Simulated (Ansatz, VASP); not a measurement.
## Al in VASP and in Ansatz

```xyz
1
Lattice="-1.5933 1.5933 1.5933 1.5933 -1.5933 1.5933 1.5933 1.5933 -1.5933" Properties=species:S:1:pos:R:3 pbc="T T T"
Al    0.0000    0.0000    0.0000
```

Alike in both runs: functional LDA; k mesh 13 × 13 × 13; occupations fermi-dirac, width 0.15 eV; no spin polarisation.

Ansatz relaxed the structure, and its values are those at the end. VASP's run is a single point on that final structure, the one shown.

|  | VASP | Ansatz |
| --- | --- | --- |
| version | VASP 6.6.1 | Ansatz 0.2.0 |
| potentials or method | VASP PAW LDA potentials, release 64 (Al), cutoff 520 eV | plane waves, PAW |
| valence electrons in the cell | 3 | 3 |

```tsv
	VASP	Ansatz	Ansatz less VASP
pressure (GPa)	0.1	0.0	-0.07
```

LDA's correlation is that of Perdew and Zunger in VASP and of Perdew and Wang (1992) in Ansatz.
